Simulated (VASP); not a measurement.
# Rb3Si2 (P6/mmm) in VASP: notebook

The runs below take Rb3Si2 through single point, relaxation of cell and atoms, with PBE.

All numbers are computed with VASP 6.6.1; they aren't measurements. Logs are shortened: lines on timing, memory, paths and dates and some standing lists are left out, and cuts for length are marked.

### 1 The cell of the first run

The structure is hexagonal, space group P6/mmm (No. 191). The conventional cell has a = 4.121 Å, b = 4.121 Å, c = 7.510 Å, α = 90.00°, β = 90.00°, γ = 120.00°. Within 2.7 Å of Rb (site symmetry mmm) lie 4 Rb at 2.06 Å. Within 3.0 Å of Si (site symmetry 6mm) lie 1 Si at 2.23 Å.

The cell was generated, and may not be a known phase.

### 2 Single point, PBE

File INCAR:

```
PREC = Accurate
ENCUT = 520
EDIFF = 1E-7
ISMEAR = 0
SIGMA = 0.1
LREAL = F
LASPH = T
NELM = 100
ALGO = Normal
ISIF = 2
LWAVE = F
LCHARG = F
GGA = PE
NBANDS = 26
```

File KPOINTS:

```
regular mesh
0
Gamma
  6 6 2
```

File POSCAR:

```
Rb3Si2
1.0
    4.1213552600      0.0000000000      0.0000000000
   -2.0606776300      3.5691983500      0.0000000000
    0.0000000000      0.0000000000      7.5102464600
Rb Si
3 2
Direct
    0.5000000000      0.0000000000      0.5000000000
    0.0000000000      0.5000000000      0.5000000000
    0.5000000000      0.5000000000      0.5000000000
    0.0000000000      0.0000000000      0.8513043900
    0.0000000000      0.0000000000      0.1486956100
```

Potentials or basis: VASP PAW PBE potentials, release 64 (Rb_sv, Si).

Started as:

```console
> cat potpaw_PBE.64/Rb_sv/POTCAR potpaw_PBE.64/Si/POTCAR > POTCAR
> mpirun -np 1 vasp_std > vasp.out
```

OUTCAR:

```text
PREC = Accurate
   ENCUT = 520
   EDIFF = 1E-7
   ISMEAR = 0
   LREAL = F
   LASPH = T
   NELM = 100
   ISIF = 2
   GGA = PE

 ion  position               nearest neighbor table
   1  0.500  0.000  0.500-   2 2.06   3 2.06   3 2.06   2 2.06   4 3.35   4 3.35   5 3.35   5 3.35
                             2 3.57   3 3.57   2 3.57   3 3.57   5 4.44   4 4.44   4 4.44   5 4.44
   2  0.000  0.500  0.500-   1 2.06   1 2.06   3 2.06   3 2.06   4 3.35   5 3.35   4 3.35   5 3.35
                             3 3.57   3 3.57   1 3.57   1 3.57   4 4.44   5 4.44   4 4.44   5 4.44
   3  0.500  0.500  0.500-   1 2.06   1 2.06   2 2.06   2 2.06   4 3.35   5 3.35   4 3.35   5 3.35
                             2 3.57   2 3.57   1 3.57   1 3.57   5 4.44   4 4.44   4 4.44   5 4.44
   4  0.000  0.000  0.851-   5 2.23   3 3.35   2 3.35   2 3.35   3 3.35   1 3.35   1 3.35   1 4.44
                             1 4.44   3 4.44   3 4.44   2 4.44   2 4.44
   5  0.000  0.000  0.149-   4 2.23   3 3.35   2 3.35   2 3.35   3 3.35   1 3.35   1 3.35   1 4.44
                             1 4.44   3 4.44   3 4.44   2 4.44   2 4.44

 -----------------------------------------------------------------------------
|                                                                             |
|           W    W    AA    RRRRR   N    N  II  N    N   GGGG   !!!           |
|           W    W   A  A   R    R  NN   N  II  NN   N  G    G  !!!           |
|           W    W  A    A  R    R  N N  N  II  N N  N  G       !!!           |
|           W WW W  AAAAAA  RRRRR   N  N N  II  N  N N  G  GGG   !            |
|           WW  WW  A    A  R   R   N   NN  II  N   NN  G    G                |
|           W    W  A    A  R    R  N    N  II  N    N   GGGG   !!!           |
|                                                                             |
|     The distance between some ions is very small. Please check the          |
|     nearest-neighbor list in the OUTCAR file.                               |
|     I HOPE YOU KNOW WHAT YOU ARE DOING!                                     |
|                                                                             |
 -----------------------------------------------------------------------------

  LATTYP: Found a hexagonal cell.
 ALAT       =     4.1213552600
 C/A-ratio  =     1.8222759229

  Lattice vectors:

 A1 = (   4.1213552600,   0.0000000000,   0.0000000000)
 A2 = (  -2.0606776300,   3.5691983500,   0.0000000000)
 A3 = (   0.0000000000,   0.0000000000,   7.5102464600)

Analysis of symmetry for initial positions (statically):
=====================================================================
 Subroutine PRICEL returns:
 Original cell was already a primitive cell.

 Routine SETGRP: Setting up the symmetry group for a
 hexagonal supercell.

 Subroutine GETGRP returns: Found 24 space group operations
 (whereof 24 operations were pure point group operations)
 out of a pool of 24 trial point group operations.

The static configuration has the point symmetry D_6h.

Analysis of symmetry for dynamics (positions and initial velocities):
=====================================================================
 Subroutine PRICEL returns:
 Original cell was already a primitive cell.

 Routine SETGRP: Setting up the symmetry group for a
 hexagonal supercell.

 Subroutine GETGRP returns: Found 24 space group operations
 (whereof 24 operations were pure point group operations)
 out of a pool of 24 trial point group operations.

The dynamic configuration has the point symmetry D_6h.

 Subroutine INISYM returns: Found 24 space group operations
 (whereof 24 operations are pure point group operations),
 and found     1 'primitive' translations

----------------------------------------------------------------------------------------

                                     Primitive cell

  volume of cell :     110.4752

  direct lattice vectors                    reciprocal lattice vectors
     4.121355260  0.000000000  0.000000000     0.242638631  0.140087479  0.000000000
    -2.060677630  3.569198350  0.000000000     0.000000000  0.280174959  0.000000000
     0.000000000  0.000000000  7.510246460     0.000000000  0.000000000  0.133151423

  length of vectors
     4.121355260  4.121355257  7.510246460     0.280174958  0.280174959  0.133151423

  position of ions in fractional coordinates (direct lattice)
     0.500000000  0.000000000  0.500000000
     0.000000000  0.500000000  0.500000000
     0.500000000  0.500000000  0.500000000
     0.000000000  0.000000000  0.851304390
     0.000000000  0.000000000  0.148695610

  ion indices of the primitive-cell ions
   primitive index   ion index
                 1           1
                 2           2
                 3           3
                 4           4
                 5           5

----------------------------------------------------------------------------------------

 KPOINTS: regular mesh

Automatic generation of k-mesh.
 Grid dimensions read from file:
 generate k-points for:    6    6    2

 Generating k-lattice:

  Cartesian coordinates                     Fractional coordinates (reciprocal lattice)
     0.040439772  0.023347913  0.000000000     0.166666667  0.000000000  0.000000000
     0.000000000  0.046695826  0.000000000     0.000000000  0.166666667  0.000000000
     0.000000000  0.000000000  0.066575711     0.000000000  0.000000000  0.500000000

  Length of vectors
     0.046695826  0.046695826  0.066575711

  Shift w.r.t. Gamma in fractional coordinates (k-lattice)
     0.000000000  0.000000000  0.000000000

 Subroutine IBZKPT returns following result:
 ===========================================

 Found     14 irreducible k-points:

 Following reciprocal coordinates:
            Coordinates               Weight
  0.000000  0.000000  0.000000      1.000000
  0.166667 -0.000000  0.000000      6.000000
  0.333333 -0.000000  0.000000      6.000000
  0.500000 -0.000000  0.000000      3.000000
  0.166667  0.166667  0.000000      6.000000
  0.333333  0.166667  0.000000     12.000000
  0.333333  0.333333  0.000000      2.000000
  0.000000  0.000000  0.500000      1.000000
  0.166667 -0.000000  0.500000      6.000000
  0.333333 -0.000000  0.500000      6.000000
  0.500000 -0.000000  0.500000      3.000000
  0.166667  0.166667  0.500000      6.000000
  0.333333  0.166667  0.500000     12.000000
  0.333333  0.333333  0.500000      2.000000
   k-points           NKPTS =     14   k-points in BZ     NKDIM =     14   number of bands    NBANDS=     26
   number of dos      NEDOS =    301   number of ions     NIONS =      5
   total plane-waves  NPLWV =  57344
   dimension x,y,z NGX =    32 NGY =   32 NGZ =   56
   dimension x,y,z NGXF=    64 NGYF=   64 NGZF=  112
   ions per type =               3   2
   NGX,Y,Z   is equivalent  to a cutoff of  12.91, 12.91, 12.40 a.u.
   NGXF,Y,Z  is equivalent  to a cutoff of  25.82, 25.82, 24.79 a.u.
 SYSTEM =  unknown system
   PREC   = accura    normal or accurate (medium, high low for compatibility)
   ISTART =      0    job   : 0-new  1-cont  2-samecut
   ICHARG =      2    charge: 1-file 2-atom 10-const
   ISPIN  =      1    spin polarized calculation?
   LNONCOLLINEAR =      F non collinear calculations
   LSORBIT =      F    spin-orbit coupling
   LASPH  =      T    aspherical Exc in radial PAW
   ENCUT  =  520.0 eV  38.22 Ry    6.18 a.u.   7.66  7.66 13.96*2*pi/ulx,y,z
   NELM   =    100;   NELMIN=  2; NELMDL= -5     # of ELM steps
   EDIFF  = 0.1E-06   stopping-criterion for ELM
   LREAL  =      F    real-space projection
   EDIFFG = 0.1E-05   stopping-criterion for IOM
   NSW    =      0    number of steps for IOM
   IBRION =     -1    ionic relax: 0-MD 1-quasi-New 2-CG
   NFREE  =      0    steps in history (QN), initial steepest desc. (CG)
   ISIF   =      2    stress and relaxation
   ISYM   =      2    0-nonsym 1-usesym 2-fastsym
   POTIM  = 0.5000    time-step for ionic-motion
   TEBEG  =    0.0;   TEEND  =   0.0 temperature during run
   PSTRESS=    0.0 pullay stress
   NELECT =      35.0000    total number of electrons
   NUPDOWN=      -1.0000    fix difference up-down
   EMIN   =  10.00;   EMAX   =-10.00  energy-range for DOS
   EFERMI =   0.00;   METHOD = LEGACY
   ISMEAR =     0;   SIGMA  =   0.10  broadening in eV -4-tet -1-fermi 0-gaus
   EFERMI_NEDOS =   21; number of points for ismear=-14 and -15
   IALGO  =     38    algorithm
   IMIX   =      4    mixing-type and parameters
     AMIX     =   0.40;   BMIX     =  1.00
     AMIX_MAG =   1.60;   BMIX_MAG =  1.00
  volume/ion in A,a.u.               =      22.10       149.10
  Fermi-wavevector in a.u.,A,eV,Ry     =   1.116030  2.108991 16.946369  1.245523
  Thomas-Fermi vector in A             =   2.252640
   LORBIT       =      0    0 simple, 1 ext, 2 COOP (PROOUT), +10 PAW based schemes
   GGA     = PE    functional components
   LHFCALC =     F    Hartree Fock is set to
   AEXX    =    0.0000 exact exchange contribution
   IVDW    =     0    specifies the selected vdW correction
   LEPSILON=     F    determine dielectric tensor
   LRPA    =     F    only Hartree local field effects (RPA)
 non-spin polarized calculation
 Gauss-broadening in eV      SIGMA  =   0.10
  energy-cutoff  :      520.00
  volume of cell :      110.48
 maximum number of plane-waves:      3016
 NGX is ok and might be reduce to    32
   NGX = 15   NGY = 15   NGZ = 27

 number of electron      35.0000001 magnetization

 Free energy of the ion-electron system (eV)
  ---------------------------------------------------
  ext. energy  EPLUGINS =         0.00000000
  ---------------------------------------------------
  free energy    TOTEN  =        25.43206399 eV

  energy without entropy =       25.44645176  energy(sigma->0) =       25.43925787

 E-fermi :   4.1738     XC(G=0):  -9.5595

 val. band max:        4.1294895336   @ k =   0.1667  -0.0000   0.0000
 cond. band min:       4.1752015072   @ k =   0.5000  -0.0000   0.0000
 fundamental gap:      0.0457119736
 Fermi energy:         4.1738194732

 k-point     1 :       0.0000    0.0000    0.0000
  band No.  band energies     occupation
      1     -30.9896      2.00000
      2     -22.6564      2.00000
      3     -22.6564      2.00000
      4     -20.0951      2.00000
      5     -14.0967      2.00000
      6     -14.0967      2.00000
[... 18 lines left out ...]
     25       9.6730      0.00000
     26       9.6730      0.00000

 k-point     2 :       0.1667   -0.0000    0.0000
  band No.  band energies     occupation
      1     -30.7397      2.00000
      2     -24.2875      2.00000
      3     -22.7976      2.00000
      4     -18.3640      2.00000
      5     -13.8733      2.00000
      6     -13.4028      2.00000
[... 18 lines left out ...]
     25       9.6148      0.00000
     26       9.8128      0.00000

 k-point     3 :       0.3333   -0.0000    0.0000
  band No.  band energies     occupation
      1     -30.0408      2.00000
      2     -26.3395      2.00000
      3     -23.0520      2.00000
      4     -16.6995      2.00000
      5     -12.3735      2.00000
      6     -11.9729      2.00000
[... 18 lines left out ...]
     25      10.2427      0.00000
     26      11.2620      0.00000

 k-point     4 :       0.5000   -0.0000    0.0000
  band No.  band energies     occupation
      1     -29.3966      2.00000
      2     -27.4579      2.00000
      3     -23.1679      2.00000
      4     -16.3450      2.00000
      5     -11.3565      2.00000
      6      -9.7619      2.00000
[... 18 lines left out ...]
     25       8.9487      0.00000
     26      11.0360      0.00000
[... 206 lines left out ...]
      1     -30.2569      2.00000
      2     -25.8229      2.00000
      3     -23.0665      2.00000
      4     -16.7003      2.00000
      5     -13.6062      2.00000
      6     -12.1806      2.00000
[... 18 lines left out ...]
     25      10.3295      0.00000
     26      10.6349      0.00000

 k-point    13 :       0.3333    0.1667    0.5000
  band No.  band energies     occupation
      1     -29.4198      2.00000
      2     -27.3818      2.00000
      3     -23.3370      2.00000
      4     -15.4844      2.00000
      5     -12.2616      2.00000
      6     -11.3943      2.00000
[... 18 lines left out ...]
     25      10.2327      0.00000
     26      10.2764      0.00000

 k-point    14 :       0.3333    0.3333    0.5000
  band No.  band energies     occupation
      1     -28.4822      2.00000
      2     -28.4822      2.00000
      3     -23.5461      2.00000
      4     -13.3029      2.00000
      5     -13.3029      2.00000
      6     -10.8468      2.00000
[... 18 lines left out ...]
     25       9.7497      0.00000
     26      10.6574      0.00000

------------------------ aborting loop because EDIFF is reached ----------------------------------------

  FORCE on cell =-STRESS in cart. coord.  units (eV):
  Direction    XX          YY          ZZ          XY          YZ          ZX
  --------------------------------------------------------------------------------------
  -------------------------------------------------------------------------------------
  Total      119.4060459    119.4060457     -1.2637114      0.0000000      0.0000000      0.0000000
  in kB     1731.6972786   1731.6972755    -18.3270925      0.0000000      0.0000000      0.0000000
  external PRESSURE =    1148.3558205 kB  Pullay stress =       0.0000000 kB

 VOLUME and BASIS-vectors are now :
 -----------------------------------------------------------------------------
  energy-cutoff  :      520.00
  volume of cell :      110.48
      direct lattice vectors                 reciprocal lattice vectors
     4.121355260  0.000000000  0.000000000     0.242638631  0.140087479  0.000000000
    -2.060677630  3.569198350  0.000000000     0.000000000  0.280174959  0.000000000
     0.000000000  0.000000000  7.510246460     0.000000000  0.000000000  0.133151423

 POSITION                                       TOTAL-FORCE (eV/Angst)
 -----------------------------------------------------------------------------------
      2.06068      0.00000      3.75512        -0.000000      0.000000      0.000000
     -1.03034      1.78460      3.75512        -0.000000      0.000000      0.000000
      1.03034      1.78460      3.75512        -0.000000      0.000000      0.000000
      0.00000      0.00000      6.39351        -0.000000     -0.000000      0.361249
      0.00000      0.00000      1.11674         0.000000      0.000000     -0.361249
 -----------------------------------------------------------------------------------
    total drift:                                0.000000      0.000000     -0.000000

  FREE ENERGIE OF THE ION-ELECTRON SYSTEM (eV)
  ---------------------------------------------------
  free  energy   TOTEN  =        25.4320639881 eV

  energy  without entropy=       25.4464517580  energy(sigma->0) =       25.43925787
```

Run time: 29 s. Hardware: 1 thread of Intel Xeon Platinum 8488C (Sapphire Rapids), shared host; peak memory 0.23 GiB.

Results:

```yaml
Free_energy: 25.4321 eV
Pressure: 114.8 GPa
Largest_force: 0.361 eV/Å
Band_gap_on_the_k_mesh: zero (an odd number of electrons rules out a gap without spin polarisation)
```

Forces in eV/Å, atoms in the order of the input:
```
Rb   0.000  0.000  0.000
Rb   0.000  0.000  0.000
Rb   0.000  0.000  0.000
Si   0.000  0.000  0.361
Si   0.000  0.000 -0.361
```

Levels at points of the mesh, in eV from the Fermi level:
```tsv
k point	band 14	band 15	band 16	band 17	band 18	band 19	band 20	band 21
(0.00, 0.00, 0.00)	-2.55	-2.55	-1.82	-1.58	0.89	0.89	1.04	1.04
(0.50, 0.00, 0.00)	-3.08	-2.90	-1.81	0.00	0.15	0.77	2.16	2.26
(0.00, 0.00, 0.50)	-2.55	-2.55	-1.58	-1.50	0.21	0.21	2.10	3.12
(0.50, 0.00, 0.50)	-3.08	-2.27	-2.20	-1.48	0.10	1.84	2.01	2.73
```

Caveat: the k points lie up to 0.42 Å⁻¹ apart, too coarse for converged energies and pressures of a metal; atoms lie so close that the PAW spheres overlap strongly, which falsifies energies and pressures.

### 3 Single point, PBE

This run uses another cell than the first one, of 48.99 Å³/atom.

File INCAR:

```
SYSTEM = Rb3Si2
ALGO = Normal ; EDIFF = 1E-6
ENCUT = 520 ; GGA = PE
ISIF = 2 ; ISMEAR = 0
LASPH = .True. ; LCHARG = .False.
LREAL = .False. ; LWAVE = .False.
NBANDS = 26 ; NELM = 60
PREC = Accurate ; SIGMA = 0.1
```

File KPOINTS:

```
k-points
0
Gamma
  3 3 4
  0 0 0
```

File POSCAR:

```
Rb3Si2
1.0
    7.9554779592      0.0000000000      0.0000000000
   -3.9777389796      6.8896460119      0.0000000000
    0.0000000000      0.0000000000      4.4690943370
Rb Si
3 2
Direct
    0.5000000000      0.0000000000      0.5000000000
    0.0000000000      0.5000000000      0.5000000000
    0.5000000000      0.5000000000      0.5000000000
    0.0000000000      0.0000000000      0.7489560957
    0.0000000000      0.0000000000      0.2510439043
```

Potentials or basis: VASP PAW PBE potentials, release 64 (Rb_sv, Si).

Started as:

```console
> cat potpaw_PBE.64/Rb_sv/POTCAR potpaw_PBE.64/Si/POTCAR > POTCAR
> mpirun -np 1 vasp_std > vasp.out
```

Wall time 39 s (1 thread of Intel Xeon Platinum 8488C (Sapphire Rapids), shared host); peak memory 0.35 GiB.

The run converged. Its results:

```
Free energy            : -11.8343 eV
Pressure               : 0.0 GPa
Band gap on the k mesh : zero (an odd number of electrons rules out a gap without spin polarisation)
```

Levels at points of the mesh, in eV from the Fermi level:
```csv
k point,band 14,band 15,band 16,band 17,band 18,band 19,band 20,band 21,band 22,band 23
"(0.00, 0.00, 0.00)",-4.13,-2.62,-2.62,-2.08,-1.69,0.68,0.68,1.40,1.76,2.65
"(0.00, 0.00, 0.50)",-8.28,-1.13,-1.13,-0.95,-0.95,0.10,0.49,0.74,2.22,2.22
```

(Part 1 of 2 ends here.)

The gap in the log of VASP goes by the Fermi energy; the results here count the filled bands.